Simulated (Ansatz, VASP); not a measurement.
**One calculation of V3H2, two programs**

```
V H
1.0
     2.83084    0.00000    0.00000
    -1.41542    2.45158    0.00000
     0.00000    0.00000    6.43694
V H
3 2
Direct
  0.00000 0.00000 0.00000
  0.33333 0.66667 0.65748
  0.66667 0.33333 0.34252
  0.33333 0.66667 0.16571
  0.66667 0.33333 0.83429
```

Alike in both runs: functional PBE; k mesh 18 × 18 × 6; occupations gaussian, width 0.1 eV; no spin polarisation.

Ansatz relaxed the structure, and its values are those at the end. VASP's run is a single point on that final structure, the one shown.

|  | VASP | Ansatz |
| --- | --- | --- |
| version | VASP 6.6.1 | Ansatz 0.2.0 |
| potentials or method | VASP PAW PBE potentials, release 64 (V_sv, H), cutoff 520 eV | scalar-relativistic, plane waves, PAW |
| valence electrons in the cell | 41 | 41 |

VASP gave:

* gap on the k mesh at the Fermi level (eV): none
* pressure (GPa): 0.2

**Question.** What did Ansatz give for the same quantities?

**Answer.** gap on the k mesh at the Fermi level (eV): none; pressure (GPa): 0.0.

A gap of «none» marks a metal or a gap that the smearing closes.
